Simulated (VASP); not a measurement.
**Mg3GeN: relaxation of cell and atoms with PBE**

Crystal: Mg3GeN.

```
Mg Ge N
1.0
     4.56357    0.00000    0.00000
    -2.28179    3.95217    0.00000
     0.00000    0.00000    4.86708
Mg Ge N
3 1 1
Direct
  0.50000 0.00000 0.00000
  0.00000 0.50000 0.00000
  0.50000 0.50000 0.00000
  0.00000 0.00000 0.00000
  0.00000 0.00000 0.50000
```

```
Program                : VASP 6.6.1
Task                   : relaxation of cell and atoms
Functional             : PBE
Potentials or basis    : VASP PAW PBE potentials, release 64 (Mg, Ge_d, N)
Cutoff                 : 600 eV
k mesh                 : 6 × 6 × 4
Occupations            : gaussian, width 0.1 eV
Spin                   : no spin polarisation
Dipole correction      : no
Further INCAR settings : ALGO = Normal; EDIFF = 1e-06; IBRION = 2; EDIFFG = -0.04; NSW = 90; ISIF = 3
```

| Quantity | Value |
| --- | --- |
| Relaxed volume | 22.92 Å³/atom |
| Relaxed cell | a = 5.885 Å, b = 5.885 Å, c = 3.821 Å, α = 90.00°, β = 90.00°, γ = 120.00° |
| Space group after relaxing (to 0.05 Å) | P6/mmm (No. 191) |
| Energy gained by relaxing | 1969.2 meV/atom |
| Ionic steps | 9 |
| Pressure after relaxing | 0.1 GPa |

Stress tensor (GPa, compression positive):
```
 0.19  0.00  0.00
 0.00  0.19  0.00
 0.00  0.00 -0.15
```

Step by step:
```
step  energy change (eV)  largest force (eV/Å)  pressure (GPa)  volume (Å³)
   1              0.0000                0.0000           43.90        87.78
   2             -8.6026                0.0000           -7.57       154.01
   3             -8.9247                0.0000           -3.49       130.87
   4             -8.9827                0.0000           -5.04       136.73
   5             -8.9802                0.0000           -4.75       135.37
   6             -9.6625                0.0000           -2.82       122.95
   7             -9.8399                0.0000           -0.53       115.95
   8             -9.8459                0.0000            0.26       114.19
   9             -9.8460                0.0000            0.08       114.61
```

Final structure:
```
Mg Ge N
1.0
     5.88504    0.00000    0.00000
    -2.94252    5.09660    0.00000
     0.00000    0.00000    3.82103
Mg Ge N
3 1 1
Cartesian
  2.9425 0.0000 0.0000
  -1.4713 2.5483 0.0000
  1.4713 2.5483 0.0000
  0.0000 0.0000 0.0000
  0.0000 0.0000 1.9105
```

Levels at points of the mesh, in eV from the Fermi level:
| k point | band 9 | band 10 | band 11 | band 12 | band 13 | band 14 | band 15 | band 16 |
| --- | --- | --- | --- | --- | --- | --- | --- | --- |
| (0.00, 0.00, 0.00) | -4.22 | -4.22 | -2.84 | -1.11 | -0.19 | -0.19 | 1.26 | 1.26 |
| (0.50, 0.00, 0.00) | -5.27 | -4.49 | -2.78 | -1.58 | 0.51 | 2.04 | 2.52 | 2.94 |
| (0.00, 0.00, 0.50) | -2.15 | -2.15 | -1.88 | -1.88 | -1.40 | 0.12 | 1.70 | 2.60 |
| (0.50, 0.00, 0.50) | -2.74 | -2.27 | -2.25 | -1.73 | 0.21 | 0.59 | 0.88 | 1.76 |

Wall time 4.7 min on 1 thread of Oxide Virtual Turin-like Processor, on a shared host, peak memory 0.22 GiB.

Caveat: the volume moved by over 15 % at a fixed basis, so the end points are rough.
